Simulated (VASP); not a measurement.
A run of VASP 6.6.1 is set up as follows.

File INCAR:

```
ALGO     = Normal         # electronic algorithm
EDIFF    = 1E-6           # SCF threshold, eV
ENCUT    = 750            # plane-wave cutoff, eV
GGA      = PS             # functional
GGA_COMPAT= F            
ISIF     = 2              # what is computed and relaxed
ISMEAR   = 0              # smearing method
LASPH    = T              # aspherical terms in the spheres
LCHARG   = F              # write CHGCAR
LREAL    = F              # projectors in reciprocal space
LWAVE    = F              # write WAVECAR
NBANDS   = 12             # bands
NELM     = 120            # most SCF steps
PREC     = Accurate       # precision mode
SIGMA    = 0.02           # smearing width, eV
```

File KPOINTS:

```
k-points
0
Gamma
  8 8 8
```

File POSCAR:

```
LiBr
1.0
    0.0000000000      2.7061396205      2.7061396205
    2.7061396205      0.0000000000      2.7061396205
    2.7061396205      2.7061396205      0.0000000000
Li Br
1 1
Direct
    0.0000000000      0.0000000000      0.0000000000
    0.5000000000      0.5000000000      0.5000000000
```

Potentials or basis: VASP PAW PBE potentials, release 64 (Li_sv, Br).

Launch:

```sh
$ cat potpaw_PBE.64/Li_sv/POTCAR potpaw_PBE.64/Br/POTCAR > POTCAR
$ mpirun -np 1 vasp_std > vasp.out
```

Task: Predict the band gap on the k mesh.

Result: 4.98 eV, direct.

Task: Estimate the pressure.

Result: 0.0 GPa.

Caveat: the PAW data sets were made with another functional, which shifts forces and pressure a little. A k mesh can miss the band edges.
